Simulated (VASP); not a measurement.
# AgB2 (P6/mmm) in VASP: settings compared, part 2 of 2

VASP 6.6.1.

**3. Relaxation of shape and atoms at fixed volume, BLYP+D3(BJ) (10.72 Å³/atom)**

This run uses another cell than the first one, of 10.72 Å³/atom.

INCAR

```
SYSTEM = AgB2
PREC = Accurate
ENCUT = 600
EDIFF = 1E-6
ISMEAR = 0
SIGMA = 0.05
LREAL = .False.
LASPH = .True.
NELM = 100
ALGO = Normal
ISIF = 4
LWAVE = .False.
LCHARG = .False.
GGA = B5
ALDAX = 1.0
AGGAX = 1.0
AGGAC = 1.0
ALDAC = 0.0
IVDW = 12
VDW_S6 = 1.0
VDW_S8 = 2.6996
VDW_A1 = 0.4298
VDW_A2 = 4.2359
IBRION = 2
NSW = 60
EDIFFG = -0.01
```

KPOINTS

```
Automatic mesh
0
Gamma
  10 10 8
  0 0 0
```

POSCAR

```
AgB2
1.0
    2.9945916519      0.0000000000      0.0000000000
   -1.4972958260      2.5933924445      0.0000000000
    0.0000000000      0.0000000000      4.1406603899
Ag B
1 2
Direct
    0.0000000000      0.0000000000      0.0000000000
    0.3333333333      0.6666666667      0.5000000000
    0.6666666667      0.3333333333      0.5000000000
```

Potentials or basis: VASP PAW PBE potentials, release 64 (Ag, B).

Started as:

```bash
$ cat potpaw_PBE.64/Ag/POTCAR potpaw_PBE.64/B/POTCAR > POTCAR
$ mpirun -np 1 vasp_std > vasp.out
```

OUTCAR:

```text
SYSTEM = AgB2
   PREC = Accurate
   ENCUT = 600
   EDIFF = 1E-6
   ISMEAR = 0
   LREAL = .False.
   LASPH = .True.
   NELM = 100
   ISIF = 4
   GGA = B5
   IVDW = 12
   IBRION = 2
   NSW = 60
   EDIFFG = -0.01
 IVDW          = 12

 ion  position               nearest neighbor table
   1  0.000  0.000  0.000-   2 2.70   3 2.70   2 2.70   3 2.70   3 2.70   3 2.70   2 2.70   2 2.70
                             3 2.70   3 2.70   2 2.70   2 2.70
   2  0.333  0.667  0.500-   3 1.73   3 1.73   3 1.73   1 2.70   1 2.70   1 2.70   1 2.70   1 2.70
                             1 2.70
   3  0.667  0.333  0.500-   2 1.73   2 1.73   2 1.73   1 2.70   1 2.70   1 2.70   1 2.70   1 2.70
                             1 2.70

  LATTYP: Found a hexagonal cell.
 ALAT       =     2.9945916519
 C/A-ratio  =     1.3827128608

  Lattice vectors:

 A1 = (   2.9945916519,   0.0000000000,   0.0000000000)
 A2 = (  -1.4972958260,   2.5933924445,   0.0000000000)
 A3 = (   0.0000000000,   0.0000000000,   4.1406603899)

Analysis of symmetry for initial positions (statically):
=====================================================================
 Subroutine PRICEL returns:
 Original cell was already a primitive cell.

 Routine SETGRP: Setting up the symmetry group for a
 hexagonal supercell.

 Subroutine GETGRP returns: Found 24 space group operations
 (whereof 24 operations were pure point group operations)
 out of a pool of 24 trial point group operations.

[... 163 lines left out ...]
  ---------------------------------------------------
  free energy    TOTEN  =       -12.63556723 eV

  energy without entropy =      -12.63426052  energy(sigma->0) =      -12.63491387

------------------------ aborting loop because EDIFF is reached ----------------------------------------

 Edisp (eV)   -2.12788

 E8    (eV) :    -1.4860
[... 73 lines left out ...]
--------------------------------------- Ionic step        3  -------------------------------------------

 number of electron      16.9999998 magnetization

 Free energy of the ion-electron system (eV)
  ---------------------------------------------------
  ext. energy  EPLUGINS =         0.00000000
  ---------------------------------------------------
  free energy    TOTEN  =       -12.63641156 eV

  energy without entropy =      -12.63541303  energy(sigma->0) =      -12.63591229

 E-fermi :   7.4211     XC(G=0): -11.3390

 val. band max:        7.3758163906   @ k =   0.4000   0.1000   0.2500
 cond. band min:       7.4215339793   @ k =   0.2000   0.0000   0.0000
 fundamental gap:      0.0457175887
 Fermi energy:         7.4210919688

 k-point     1 :       0.0000    0.0000    0.0000
  band No.  band energies     occupation
      1      -4.4615      2.00000
      2       1.6843      2.00000
      3       2.6279      2.00000
      4       2.6279      2.00000
      5       3.5852      2.00000
      6       3.5852      2.00000
      7       3.6863      2.00000
      8       8.2511      0.00000
      9       8.6519      0.00000
     10       8.6519      0.00000
     11      15.4239      0.00000
     12      15.4239      0.00000
[... 331 lines left out ...]
 k-point    24 :       0.4000    0.1000    0.1250
  band No.  band energies     occupation
      1      -0.9011      2.00000
      2       0.4393      2.00000
      3       1.8962      2.00000
      4       2.0514      2.00000
      5       3.0408      2.00000
      6       3.9995      2.00000
      7       4.4785      2.00000
      8       5.6191      2.00000
      9       8.6395      0.00000
     10      10.6591      0.00000
     11      12.3241      0.00000
     12      14.4649      0.00000

 [... further k-points ...]

------------------------ aborting loop because EDIFF is reached ----------------------------------------

 Edisp (eV)   -2.12779

 E8    (eV) :    -1.4859
[... 26 lines left out ...]
  FREE ENERGIE OF THE ION-ELECTRON SYSTEM (eV)
  ---------------------------------------------------
  free  energy   TOTEN  =       -14.7642024219 eV

  energy  without entropy=      -14.7632038892  energy(sigma->0) =      -14.76370316

 reached required accuracy - stopping structural energy minimisation
```

OSZICAR:

```text
N       E                     dE             d eps       ncg     rms          rms(c)
DAV:   1     0.818098647079E+02    0.81810E+02   -0.88108E+03  1696   0.143E+03
DAV:   2    -0.142399200821E+02   -0.96050E+02   -0.88691E+02  1828   0.276E+02
[... 20 lines left out ...]
   2 F= -.14764105E+02 E0= -.14763554E+02  d E =-.656961E-03
       N       E                     dE             d eps       ncg     rms          rms(c)
DAV:   1    -0.126367228822E+02   -0.43992E-03   -0.18381E-02  1792   0.125E+00    0.101E-01
DAV:   2    -0.126365052193E+02    0.21766E-03   -0.12812E-04  1904   0.140E-01    0.566E-02
DAV:   3    -0.126364111202E+02    0.94099E-04   -0.12785E-04  1860   0.125E-01    0.141E-02
DAV:   4    -0.126364115608E+02   -0.44062E-06   -0.70008E-06  1764   0.305E-02
   3 F= -.14764202E+02 E0= -.14763703E+02  d E =-.753972E-03
```

Run time: 97 s. Hardware: 1 thread of AMD EPYC 7R13, shared host; peak memory 0.16 GiB.

What came out:

- Free energy: -14.7642 eV
- Energy gained by relaxing: 0.3 meV/atom
- Ionic steps: 3
- Pressure after relaxing: -2.6 GPa
- Band gap on the k mesh: zero (an odd number of electrons rules out a gap without spin polarisation)
- Dispersion energy per atom: -0.709 eV

Step by step:
```csv
step,energy change (eV),largest force (eV/Å),pressure (GPa),volume (Å³)
1,0.0000,0.0000,-2.92,32.16
2,-0.0007,0.0000,-2.68,32.16
3,-0.0008,0.0000,-2.56,32.16
```

Final structure:
```
Ag B
1.0
     2.98726    0.00000    0.00000
    -1.49363    2.58704    0.00000
     0.00000    0.00000    4.16101
Ag B
1 2
Direct
  0.00000 0.00000 0.00000
  0.33333 0.66667 0.50000
  0.66667 0.33333 0.50000
```

Caveat: the PAW data sets were made with another functional, which shifts forces and pressure a little.

**4. Relaxation of shape and atoms at fixed volume, BLYP+D3(BJ) (10.93 Å³/atom)**

This run uses another cell than the first one, of 10.93 Å³/atom.

INCAR

```
PREC = Accurate ; ENCUT = 600
EDIFF = 1E-7 ; ISMEAR = 0
SIGMA = 0.05 ; LREAL = F
LASPH = T ; NELM = 80
ALGO = Normal ; ISIF = 4
LWAVE = F ; LCHARG = F
GGA = B5 ; ALDAX = 1.0
AGGAX = 1.0 ; AGGAC = 1.0
ALDAC = 0.0 ; IVDW = 12
VDW_S6 = 1.0 ; VDW_S8 = 2.6996
VDW_A1 = 0.4298 ; VDW_A2 = 4.2359
IBRION = 2 ; NSW = 60
EDIFFG = -0.01
```

KPOINTS

```
regular mesh
0
Gamma
  10 10 8
```

POSCAR

```
AgB2
1.0
    3.0071137445      0.0000000000      0.0000000000
   -1.5035568723      2.6042368948      0.0000000000
    0.0000000000      0.0000000000      4.1867621293
Ag B
1 2
Direct
    0.0000000000      0.0000000000      0.0000000000
    0.3333333333      0.6666666667      0.5000000000
    0.6666666667      0.3333333333      0.5000000000
```

Started as:

```bash
$ cat potpaw_PBE.64/Ag/POTCAR potpaw_PBE.64/B/POTCAR > POTCAR
$ mpirun -np 1 vasp_std > vasp.out
```

Run time: 2 min. Hardware: 1 thread of AMD EPYC 7R13, shared host; peak memory 0.16 GiB.

The run converged. Its results:

| Property | Result |
| --- | --- |
| Free energy | -14.7498 eV |
| Energy gained by relaxing | 0.3 meV/atom |
| Ionic steps | 3 |
| Pressure after relaxing | -4.9 GPa |
| Band gap on the k mesh | zero (an odd number of electrons rules out a gap without spin polarisation) |
| Dispersion energy per atom | -0.695 eV |

Step by step:
| step | energy change (eV) | largest force (eV/Å) | pressure (GPa) | volume (Å³) |
| --- | --- | --- | --- | --- |
| 1 | 0.0000 | 0.0000 | -5.26 | 32.79 |
| 2 | -0.0007 | 0.0000 | -5.02 | 32.79 |
| 3 | -0.0008 | 0.0000 | -4.90 | 32.79 |

Final structure:
```xyz
3
Lattice="2.9995 0.0000 0.0000 -1.4997 2.5976 0.0000 0.0000 0.0000 4.2081" Properties=species:S:1:pos:R:3 pbc="T T T"
Ag    0.0000    0.0000    0.0000
B     0.0000    1.7318    2.1040
B     1.4997    0.8659    2.1040
```

Levels at points of the mesh, in eV from the Fermi level:
| k point | band 5 | band 6 | band 7 | band 8 | band 9 | band 10 | band 11 | band 12 |
| --- | --- | --- | --- | --- | --- | --- | --- | --- |
| (0.00, 0.00, 0.00) | -3.81 | -3.81 | -3.69 | 0.66 | 1.22 | 1.22 | 7.99 | 7.99 |
| (0.50, 0.00, 0.00) | -4.07 | -3.25 | -2.74 | -1.55 | 2.66 | 2.79 | 3.72 | 5.71 |
| (0.00, 0.00, 0.50) | -4.66 | -3.90 | -3.90 | 1.00 | 1.00 | 6.54 | 8.91 | 8.91 |
| (0.50, 0.00, 0.50) | -3.99 | -3.25 | -2.95 | -2.12 | -0.53 | 1.55 | 6.97 | 8.65 |

Caveat: the PAW data sets were made with another functional, which shifts forces and pressure a little.

**5. Relaxation of shape and atoms at fixed volume, revPBE (10.97 Å³/atom)**

This run uses another cell than the first one, of 10.97 Å³/atom.

INCAR

```
SYSTEM = AgB2
ALGO = Normal
EDIFF = 1E-6
EDIFFG = -0.04
ENCUT = 600
GGA = RE
IBRION = 2
ISIF = 4
ISMEAR = 0
LASPH = .TRUE.
LCHARG = .FALSE.
LREAL = .FALSE.
LWAVE = .FALSE.
NELM = 80
NSW = 60
PREC = Accurate
SIGMA = 0.05
```

KPOINTS

```
k-points
0
G
  10 10 8
  0 0 0
```

POSCAR

```
AgB2
1.0
    3.0454126462      0.0000000000      0.0000000000
   -1.5227063231      2.6374047167      0.0000000000
    0.0000000000      0.0000000000      4.0976554896
Ag B
1 2
Direct
    0.0000000000      0.0000000000      0.0000000000
    0.3333333333      0.6666666667      0.5000000000
    0.6666666667      0.3333333333      0.5000000000
```

Started as:

```bash
$ cat potpaw_PBE.64/Ag/POTCAR potpaw_PBE.64/B/POTCAR > POTCAR
$ mpirun -np 1 vasp_std > vasp.out
```

Wall time 52 s (1 thread of AMD EPYC 7R13, shared host); peak memory 0.15 GiB.

It converged, with:

```
Free energy               : -13.7042 eV
Energy gained by relaxing : 0.6 meV/atom
Ionic steps               : 2
Pressure after relaxing   : -0.5 GPa
Band gap on the k mesh    : zero (an odd number of electrons rules out a gap without spin polarisation)
```

Stress tensor (GPa, compression positive):
```
-0.77  0.00  0.00
 0.00 -0.77  0.00
 0.00  0.00  0.06
```

Step by step:
```tsv
step	energy change (eV)	largest force (eV/Å)	pressure (GPa)	volume (Å³)
1	0.0000	0.0000	-0.94	32.91
2	-0.0017	0.0000	-0.49	32.91
```

Final structure:
```yaml
crystal:
  lattice:
    - [3.03739, 0.00000, 0.00000]
    - [-1.51869, 2.63045, 0.00000]
    - [0.00000, 0.00000, 4.11934]
  atoms:
    - { symbol: Ag, position: [0.00000, 0.00000, 0.00000] }
    - { symbol: B, position: [0.33333, 0.66667, 0.50000] }
    - { symbol: B, position: [0.66667, 0.33333, 0.50000] }
```

Levels at points of the mesh, in eV from the Fermi level:
```csv
k point,band 4,band 5,band 6,band 7,band 8,band 9,band 10,band 11,band 12
"(0.00, 0.00, 0.00)",-4.65,-3.75,-3.75,-3.68,1.13,1.26,1.26,7.53,7.53
"(0.50, 0.00, 0.00)",-5.39,-4.01,-3.23,-2.65,-1.60,2.52,2.82,3.89,5.77
"(0.00, 0.00, 0.50)",-4.55,-4.55,-3.87,-3.87,0.99,0.99,7.22,8.61,8.61
"(0.50, 0.00, 0.50)",-4.63,-3.89,-3.22,-2.71,-2.40,-0.38,1.39,6.35,9.17
```

Caveat: the PAW data sets were made with another functional, which shifts forces and pressure a little.

**6. Overview**

```tsv
level	cell	gap on the mesh (eV)	pressure (GPa)
PBE+D4	relaxed from a = 3.026, b = 3.026, c = 4.046 Å, angles 90.0, 90.0, 120.0°, 3 atoms	none	-5.7
BLYP+D3(BJ)	relaxed from a = 2.995, b = 2.995, c = 4.141 Å, angles 90.0, 90.0, 120.0°, 3 atoms	none	-2.6
BLYP+D3(BJ)	relaxed from a = 3.007, b = 3.007, c = 4.187 Å, angles 90.0, 90.0, 120.0°, 3 atoms	none	-4.9
revPBE	relaxed from a = 3.045, b = 3.045, c = 4.098 Å, angles 90.0, 90.0, 120.0°, 3 atoms	none	-0.5
```

Alike in all rows: task relaxation of shape and atoms at fixed volume; potentials or basis VASP PAW PBE potentials, release 64 (Ag, B); no spin polarisation; k mesh 10 × 10 × 8; cutoff (eV) 600; smearing gaussian 0.05 eV.

Caveats: the PAW data sets were made with another functional, which shifts forces and pressure a little (at least some runs).

Absolute energies hang on the potentials; compare differences alone.
